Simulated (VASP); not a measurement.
Set up this calculation in VASP 6.6.1, as the native input.

```
Task                   : single point
Functional             : LDA
Potentials or basis    : VASP PAW LDA potentials, release 64 (Nb_sv, H)
Cutoff                 : 520 eV
k mesh                 : 9 × 7 × 1
Occupations            : gaussian, width 0.1 eV
Spin                   : no spin polarisation
Dipole correction      : yes
Further INCAR settings : ALGO = Normal; EDIFF = 1e-06; NBANDS = 34
```

The structure of Nb4H lies in POSCAR:

```
Nb4H
1.0
    2.9270177669      0.0000000000      0.0000000000
    0.0000000000      4.1394282232      0.0000000000
    0.0000000000      0.0000000000     21.2576690685
Nb H
4 1
Direct
    0.5000000000      0.5000000000      0.1881673850
    0.0000000000      0.0000000000      0.2570135449
    0.5000000000      0.5000000000      0.3306382692
    0.0000000000      0.0000000000      0.3884559987
    0.0000000000      0.3333333333      0.4594891866
```

These files were run (other wordings do the same):

INCAR

```
SYSTEM = Nb4H
ALGO = Normal ; DIPOL = 0.5 0.5 0.325
EDIFF = 1E-6 ; ENCUT = 520
IDIPOL = 3 ; ISIF = 2
ISMEAR = 0 ; LASPH = .True.
LCHARG = .False. ; LDIPOL = .True.
LREAL = .False. ; LWAVE = .False.
NBANDS = 34 ; NELM = 60
PREC = Accurate ; SIGMA = 0.1
```

KPOINTS

```
k-points
0
Gamma
  9 7 1
  0 0 0
```

Potentials or basis: VASP PAW LDA potentials, release 64 (Nb_sv, H).

The run is started by

```bash
$ cat potpaw_LDA.64/Nb_sv/POTCAR potpaw_LDA.64/H/POTCAR > POTCAR
$ mpirun -np 1 vasp_std > vasp.out
```

It gave:

The largest force is 1.536 eV/Å.

It took 3.2 min on 1 thread of Intel(R) Xeon(R) 6975P-C (Granite Rapids), on a shared host, peak memory 0.35 GiB.
